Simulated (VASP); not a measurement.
# Os (Pm-3m) in VASP: a series of runs

Os is run at these levels: PBE; tasks: single point.

All numbers are computed with VASP 6.6.1; they aren't measurements. Logs are shortened: lines on timing, memory, paths and dates and some standing lists are left out, and cuts for length are marked.

## Step 1: The cell of the first run

It takes space group Pm-3m (No. 221, cubic). The conventional cell has a = 2.451 Å, b = 2.451 Å, c = 2.451 Å, α = 90.00°, β = 90.00°, γ = 90.00°. Os (site symmetry m-3m) has 6 Os at 2.45 Å within 3.2 Å.

## Step 2: Single point, PBE (volume scaled by 0.88)

INCAR reads:

```
  PREC = Accurate
  ENCUT = 520
  EDIFF = 1E-6
  ISMEAR = -1
  SIGMA = 0.1
  LREAL = False
  LASPH = True
  NELM = 80
  ALGO = Normal
  ISIF = 2
  LWAVE = False
  LCHARG = True
  GGA = PE
  LELF = True
  LVHAR = True
  NBANDS = 10
```

KPOINTS reads:

```
regular mesh
0
Gamma
  14 14 14
```

POSCAR reads:

```
Os
1.0
    2.4509239263      0.0000000000      0.0000000000
    0.0000000000      2.4509239263      0.0000000000
    0.0000000000      0.0000000000      2.4509239263
Os
1
Direct
    0.0000000000      0.0000000000      0.0000000000
```

Potentials or basis: VASP PAW PBE potentials, release 64 (Os).

On the command line:

```sh
$ cat potpaw_PBE.64/Os/POTCAR > POTCAR
$ mpirun -np 1 vasp_std > vasp.out
```

OUTCAR:

```text
PREC = Accurate
   ENCUT = 520
   EDIFF = 1E-6
   ISMEAR = -1
   LREAL = False
   LASPH = True
   NELM = 80
   ISIF = 2
   GGA = PE

 ion  position               nearest neighbor table
   1  0.000  0.000  0.000-

  LATTYP: Found a simple cubic cell.
 ALAT       =     2.4509239263

  Lattice vectors:

 A1 = (   2.4509239263,   0.0000000000,   0.0000000000)
 A2 = (   0.0000000000,   2.4509239263,   0.0000000000)
 A3 = (   0.0000000000,   0.0000000000,   2.4509239263)

Analysis of symmetry for initial positions (statically):
=====================================================================
 Subroutine PRICEL returns:
 Original cell was already a primitive cell.

 Routine SETGRP: Setting up the symmetry group for a
 simple cubic supercell.

 Subroutine GETGRP returns: Found 48 space group operations
 (whereof 48 operations were pure point group operations)
 out of a pool of 48 trial point group operations.

The static configuration has the point symmetry O_h .

Analysis of symmetry for dynamics (positions and initial velocities):
=====================================================================
 Subroutine PRICEL returns:
 Original cell was already a primitive cell.

 Routine SETGRP: Setting up the symmetry group for a
 simple cubic supercell.

 Subroutine GETGRP returns: Found 48 space group operations
 (whereof 48 operations were pure point group operations)
 out of a pool of 48 trial point group operations.

The dynamic configuration has the point symmetry O_h .

 Subroutine INISYM returns: Found 48 space group operations
 (whereof 48 operations are pure point group operations),
 and found     1 'primitive' translations

----------------------------------------------------------------------------------------

                                     Primitive cell

  volume of cell :      14.7228

  direct lattice vectors                    reciprocal lattice vectors
     2.450923926  0.000000000  0.000000000     0.408009400  0.000000000  0.000000000
     0.000000000  2.450923926  0.000000000     0.000000000  0.408009400  0.000000000
     0.000000000  0.000000000  2.450923926     0.000000000  0.000000000  0.408009400

  length of vectors
     2.450923926  2.450923926  2.450923926     0.408009400  0.408009400  0.408009400

  position of ions in fractional coordinates (direct lattice)
     0.000000000  0.000000000  0.000000000

  ion indices of the primitive-cell ions
   primitive index   ion index
                 1           1

----------------------------------------------------------------------------------------

 KPOINTS: regular mesh

Automatic generation of k-mesh.
 Grid dimensions read from file:
 generate k-points for:   14   14   14

 Generating k-lattice:

  Cartesian coordinates                     Fractional coordinates (reciprocal lattice)
     0.029143529  0.000000000  0.000000000     0.071428571  0.000000000  0.000000000
     0.000000000  0.029143529  0.000000000     0.000000000  0.071428571  0.000000000
     0.000000000  0.000000000  0.029143529     0.000000000  0.000000000  0.071428571

  Length of vectors
     0.029143529  0.029143529  0.029143529

  Shift w.r.t. Gamma in fractional coordinates (k-lattice)
     0.000000000  0.000000000  0.000000000

 Subroutine IBZKPT returns following result:
 ===========================================

 Found    120 irreducible k-points:

 Following reciprocal coordinates:
            Coordinates               Weight
  0.000000  0.000000  0.000000      1.000000
  0.071429  0.000000  0.000000      6.000000
  0.142857  0.000000  0.000000      6.000000
  0.214286  0.000000  0.000000      6.000000
  0.285714  0.000000  0.000000      6.000000
  0.357143  0.000000  0.000000      6.000000
[... 16 lines left out ...]
  0.285714  0.214286  0.000000     24.000000
  0.357143  0.214286  0.000000     24.000000
 [... further k-points ...]
   k-points           NKPTS =    120   k-points in BZ     NKDIM =    120   number of bands    NBANDS=     10
   number of dos      NEDOS =    301   number of ions     NIONS =      1
   total plane-waves  NPLWV =   5832
   dimension x,y,z NGX =    18 NGY =   18 NGZ =   18
   dimension x,y,z NGXF=    36 NGYF=   36 NGZF=   36
   ions per type =               1
   NGX,Y,Z   is equivalent  to a cutoff of  12.21, 12.21, 12.21 a.u.
   NGXF,Y,Z  is equivalent  to a cutoff of  24.42, 24.42, 24.42 a.u.
 SYSTEM =  unknown system
   PREC   = accura    normal or accurate (medium, high low for compatibility)
   ISTART =      0    job   : 0-new  1-cont  2-samecut
   ICHARG =      2    charge: 1-file 2-atom 10-const
   ISPIN  =      1    spin polarized calculation?
   LNONCOLLINEAR =      F non collinear calculations
   LSORBIT =      F    spin-orbit coupling
   LASPH  =      T    aspherical Exc in radial PAW
   ENCUT  =  520.0 eV  38.22 Ry    6.18 a.u.   4.56  4.56  4.56*2*pi/ulx,y,z
   NELM   =     80;   NELMIN=  2; NELMDL= -5     # of ELM steps
   EDIFF  = 0.1E-05   stopping-criterion for ELM
   LREAL  =      F    real-space projection
   EDIFFG = 0.1E-04   stopping-criterion for IOM
   NSW    =      0    number of steps for IOM
   IBRION =     -1    ionic relax: 0-MD 1-quasi-New 2-CG
   NFREE  =      0    steps in history (QN), initial steepest desc. (CG)
   ISIF   =      2    stress and relaxation
   ISYM   =      2    0-nonsym 1-usesym 2-fastsym
   POTIM  = 0.5000    time-step for ionic-motion
   TEBEG  =    0.0;   TEEND  =   0.0 temperature during run
   PSTRESS=    0.0 pullay stress
   NELECT =       8.0000    total number of electrons
   NUPDOWN=      -1.0000    fix difference up-down
   EMIN   =  10.00;   EMAX   =-10.00  energy-range for DOS
   EFERMI =   0.00;   METHOD = LEGACY
   ISMEAR =    -1;   SIGMA  =   0.10  broadening in eV -4-tet -1-fermi 0-gaus
   EFERMI_NEDOS =   21; number of points for ismear=-14 and -15
   IALGO  =     38    algorithm
   IMIX   =      4    mixing-type and parameters
     AMIX     =   0.40;   BMIX     =  1.00
     AMIX_MAG =   1.60;   BMIX_MAG =  1.00
  volume/ion in A,a.u.               =      14.72        99.35
  Fermi-wavevector in a.u.,A,eV,Ry     =   1.335903  2.524491 24.281466  1.784637
  Thomas-Fermi vector in A             =   2.464571
   LORBIT       =      0    0 simple, 1 ext, 2 COOP (PROOUT), +10 PAW based schemes
   GGA     = PE    functional components
   LHFCALC =     F    Hartree Fock is set to
   AEXX    =    0.0000 exact exchange contribution
   IVDW    =     0    specifies the selected vdW correction
   LEPSILON=     F    determine dielectric tensor
   LRPA    =     F    only Hartree local field effects (RPA)
 non-spin polarized calculation
  energy-cutoff  :      520.00
  volume of cell :       14.72
 maximum number of plane-waves:       432
   NGX =  9   NGY =  9   NGZ =  9

 number of electron       7.9999999 magnetization

 Free energy of the ion-electron system (eV)
  ---------------------------------------------------
  ext. energy  EPLUGINS =         0.00000000
  ---------------------------------------------------
  free energy    TOTEN  =        -9.48658390 eV

  energy without entropy =       -9.44029137  energy(sigma->0) =       -9.46343763

 E-fermi :   8.9621     XC(G=0): -13.5833

 val. band max:        8.9495899854   @ k =   0.2857   0.0714   0.0714
 cond. band min:       8.9655256155   @ k =   0.5000   0.0714   0.0000
 fundamental gap:      0.0159356301
 Fermi energy:         8.9620960288

 k-point     1 :       0.0000    0.0000    0.0000
  band No.  band energies     occupation
      1      -1.5745      2.00000
      2       1.9214      2.00000
      3       1.9214      2.00000
      4      11.7482      0.00000
      5      11.7482      0.00000
      6      11.7482      0.00000
      7      25.3942      0.00000
      8      25.3942      0.00000
      9      25.3942      0.00000
     10      32.1139      0.00000

 k-point     2 :       0.0714    0.0000    0.0000
  band No.  band energies     occupation
      1      -1.3859      2.00000
      2       1.9665      2.00000
      3       2.1310      2.00000
      4      11.4737      0.00000
      5      11.4737      0.00000
      6      11.7684      0.00000
      7      24.3328      0.00000
      8      25.7866      0.00000
      9      25.7866      0.00000
     10      32.8651      0.00000

 k-point     3 :       0.1429    0.0000    0.0000
  band No.  band energies     occupation
      1      -0.8783      2.00000
      2       2.0951      2.00000
      3       2.7701      2.00000
      4      10.7717      0.00000
      5      10.7717      0.00000
      6      11.8252      0.00000
      7      22.2788      0.00000
      8      26.8262      0.00000
      9      26.8262      0.00000
     10      31.1855      0.00000

 k-point     4 :       0.2143    0.0000    0.0000
  band No.  band energies     occupation
      1      -0.1889      2.00000
      2       2.2874      2.00000
      3       3.8247      2.00000
      4       9.8868      0.00019
      5       9.8868      0.00019
      6      11.9083      0.00000
      7      20.2402      0.00000
      8      28.2281      0.00000
      9      28.2281      0.00000
     10      29.0183      0.00000

 k-point     5 :       0.2857    0.0000    0.0000
  band No.  band energies     occupation
      1       0.5479      2.00000
      2       2.5103      2.00000
      3       5.1465      2.00000
      4       9.0302      0.67218
      5       9.0302      0.67218
      6      12.0021      0.00000
      7      18.6080      0.00000
      8      27.2192      0.00000
      9      29.7346      0.00000
     10      29.7346      0.00000

 k-point     6 :       0.3571    0.0000    0.0000
  band No.  band energies     occupation
      1       1.2291      2.00000
      2       2.7207      2.00000
      3       6.3986      2.00000
      4       8.3401      1.99603
      5       8.3401      1.99603
      6      12.0878      0.00000
      7      17.6375      0.00000
      8      25.8681      0.00000
      9      31.1487      0.00000
     10      31.1487      0.00000

 k-point     7 :       0.4286    0.0000    0.0000
  band No.  band energies     occupation
      1       1.7374      2.00000
      2       2.8722      2.00000
      3       7.2040      2.00000
      4       7.8979      1.99995
      5       7.8979      1.99995
      6      12.1478      0.00000
      7      17.3920      0.00000
      8      25.0272      0.00000
      9      30.8771      0.00000
     10      32.2503      0.00000

 k-point     8 :       0.5000    0.0000    0.0000
  band No.  band energies     occupation
      1       1.9313      2.00000
      2       2.9275      2.00000
      3       7.4531      2.00000
      4       7.7462      1.99999
      5       7.7462      1.99999
      6      12.1695      0.00000
      7      17.4452      0.00000
      8      24.7414      0.00000
      9      30.1060      0.00000
     10      32.6955      0.00000

 k-point     9 :       0.0714    0.0714    0.0000
  band No.  band energies     occupation
      1      -1.1954      2.00000
      2       2.0951      2.00000
      3       2.2545      2.00000
      4      11.1884      0.00000
      5      11.4384      0.00000
      6      11.5543      0.00000
      7      24.4767      0.00000
      8      24.9534      0.00000
      9      26.1813      0.00000
     10      33.0322      0.00000
[... 118 lines left out ...]
 k-point    19 :       0.3571    0.1429    0.0000
  band No.  band energies     occupation
      1       1.8468      2.00000
      2       3.4739      2.00000
      3       5.4172      2.00000
      4       8.4697      1.98557
      5       8.8162      1.62261
      6      11.2248      0.00000
      7      18.3201      0.00000
      8      26.3454      0.00000
      9      27.7370      0.00000
     10      32.8624      0.00000

 k-point    20 :       0.4286    0.1429    0.0000
  band No.  band energies     occupation
      1       2.3420      2.00000
      2       3.7457      2.00000
      3       5.0422      2.00000
      4       8.0347      1.99981
      5       9.7796      0.00056
      6      11.2982      0.00000
      7      17.6073      0.00000
      8      26.0365      0.00000
      9      28.3548      0.00000
     10      31.5334      0.00000

 k-point    21 :       0.5000    0.1429    0.0000
  band No.  band energies     occupation
      1       2.5351      2.00000
      2       3.9186      2.00000
      3       4.7752      2.00000
      4       7.8851      1.99996
      5      10.2003      0.00001
      6      11.3247      0.00000
      7      17.4180      0.00000
      8      25.8253      0.00000
      9      29.5678      0.00000
     10      29.5954      0.00000

 k-point    22 :       0.2143    0.2143    0.0000
  band No.  band energies     occupation
      1       1.1085      2.00000
      2       3.4588      2.00000
      3       4.7825      2.00000
      4       8.0633      1.99975
      5       9.9236      0.00013
      6      10.3437      0.00000
      7      22.1817      0.00000
      8      22.7890      0.00000
      9      29.6502      0.00000
     10      31.2693      0.00000

 k-point    23 :       0.2857    0.2143    0.0000
  band No.  band energies     occupation
      1       1.7006      2.00000
      2       3.7103      2.00000
      3       5.5977      2.00000
      4       7.9387      1.99993
      5       9.2621      0.09480
      6      10.3133      0.00000
      7      20.4385      0.00000
      8      23.7278      0.00000
      9      28.9065      0.00000
     10      32.8387      0.00000

 k-point    24 :       0.3571    0.2143    0.0000
  band No.  band energies     occupation
      1       2.2345      2.00000
      2       3.7435      2.00000
      3       5.6429      2.00000
      4       8.6105      1.94226
      5       9.1554      0.25273
      6      10.4180      0.00000
      7      18.8661      0.00000
      8      24.8841      0.00000
      9      28.0156      0.00000
     10      33.6858      0.00000

 [... further k-points ...]
[... 5 lines left out ...]
  --------------------------------------------------------------------------------------
  -------------------------------------------------------------------------------------
  Total        4.3512448      4.3512448      4.3512448     -0.0000000     -0.0000000      0.0000000
  in kB      473.5159436    473.5159436    473.5159436     -0.0000000     -0.0000000      0.0000000
  external PRESSURE =     473.5159436 kB  Pullay stress =       0.0000000 kB

 VOLUME and BASIS-vectors are now :
 -----------------------------------------------------------------------------
  energy-cutoff  :      520.00
  volume of cell :       14.72
      direct lattice vectors                 reciprocal lattice vectors
     2.450923926  0.000000000  0.000000000     0.408009400  0.000000000  0.000000000
     0.000000000  2.450923926  0.000000000     0.000000000  0.408009400  0.000000000
     0.000000000  0.000000000  2.450923926     0.000000000  0.000000000  0.408009400

 POSITION                                       TOTAL-FORCE (eV/Angst)
 -----------------------------------------------------------------------------------
      0.00000      0.00000      0.00000         0.000000      0.000000      0.000000
 -----------------------------------------------------------------------------------
    total drift:                                0.000000      0.000000      0.000000

  FREE ENERGIE OF THE ION-ELECTRON SYSTEM (eV)
  ---------------------------------------------------
  free  energy   TOTEN  =        -9.4865838964 eV

  energy  without entropy=       -9.4402913679  energy(sigma->0) =       -9.46343763
```

Wall time 5.2 s (1 thread of Intel Xeon 6975P-C (Granite Rapids), shared host); peak memory 0.13 GiB.

What came out:

```
Free energy            : -9.4866 eV
Pressure               : 47.4 GPa
Band gap on the k mesh : zero (band 4 reaches 14.95 eV, above the bottom of band 5 at 7.75 eV)
```

Levels at points of the mesh, in eV from the Fermi level:
| k point | band 1 | band 2 | band 3 | band 4 | band 5 | band 6 | band 7 | band 8 |
| --- | --- | --- | --- | --- | --- | --- | --- | --- |
| (0.00, 0.00, 0.00) | -10.54 | -7.04 | -7.04 | 2.79 | 2.79 | 2.79 | 16.43 | 16.43 |
| (0.50, 0.00, 0.00) | -7.03 | -6.03 | -1.51 | -1.22 | -1.22 | 3.21 | 8.48 | 15.78 |
| (0.50, 0.50, 0.00) | -8.04 | -5.20 | -0.43 | -0.43 | 4.85 | 4.85 | 5.70 | 15.05 |
| (0.50, 0.50, 0.50) | -6.33 | -6.33 | -6.33 | 5.99 | 5.99 | 7.93 | 12.67 | 12.67 |

Caveat: spin-orbit coupling is left out, which moves the levels of the heavy elements.

## Step 3: Single point, PBE (volume scaled by 0.92)

INCAR reads:

```
SYSTEM = Os
PREC = Accurate ; ENCUT = 520
EDIFF = 1E-6 ; ISMEAR = -1
SIGMA = 0.1 ; LREAL = .FALSE.
LASPH = .TRUE. ; NELM = 80
ALGO = Normal ; ISIF = 2
LWAVE = .FALSE. ; LCHARG = .TRUE.
GGA = PE ; LELF = .TRUE.
LVHAR = .TRUE. ; NBANDS = 10
```

KPOINTS reads:

```
regular mesh
0
G
  14 14 14
  0 0 0
```

POSCAR reads:

```
Os
1.0
    2.4875102744      0.0000000000      0.0000000000
    0.0000000000      2.4875102744      0.0000000000
    0.0000000000      0.0000000000      2.4875102744
Os
1
Direct
    0.0000000000      0.0000000000      0.0000000000
```

Potentials or basis: VASP PAW PBE potentials, release 64 (Os).

On the command line:

```sh
$ cat potpaw_PBE.64/Os/POTCAR > POTCAR
$ mpirun -np 1 vasp_std > vasp.out
```

Wall time 6.4 s (1 thread of Intel Xeon 6975P-C (Granite Rapids), shared host); peak memory 0.13 GiB.

It converged, with:

```yaml
Free_energy: -9.6426 eV
Pressure: 27.9 GPa
Band_gap_on_the_k_mesh: zero (band 4 reaches 13.89 eV, above the bottom of band 5 at 7.19 eV)
```

Levels at points of the mesh, in eV from the Fermi level:
| k point | band 1 | band 2 | band 3 | band 4 | band 5 | band 6 | band 7 | band 8 | band 9 |
| --- | --- | --- | --- | --- | --- | --- | --- | --- | --- |
| (0.00, 0.00, 0.00) | -10.14 | -6.63 | -6.63 | 2.60 | 2.60 | 2.60 | 16.10 | 16.10 | 16.10 |
| (0.50, 0.00, 0.00) | -6.74 | -5.68 | -1.38 | -1.12 | -1.12 | 2.98 | 7.97 | 15.76 | 20.73 |
| (0.50, 0.50, 0.00) | -7.52 | -4.95 | -0.39 | -0.39 | 4.72 | 4.72 | 5.31 | 14.16 | 15.32 |
| (0.50, 0.50, 0.50) | -5.91 | -5.91 | -5.91 | 5.58 | 5.58 | 8.14 | 12.11 | 12.11 | 12.11 |

Caveat: spin-orbit coupling is left out, which moves the levels of the heavy elements.
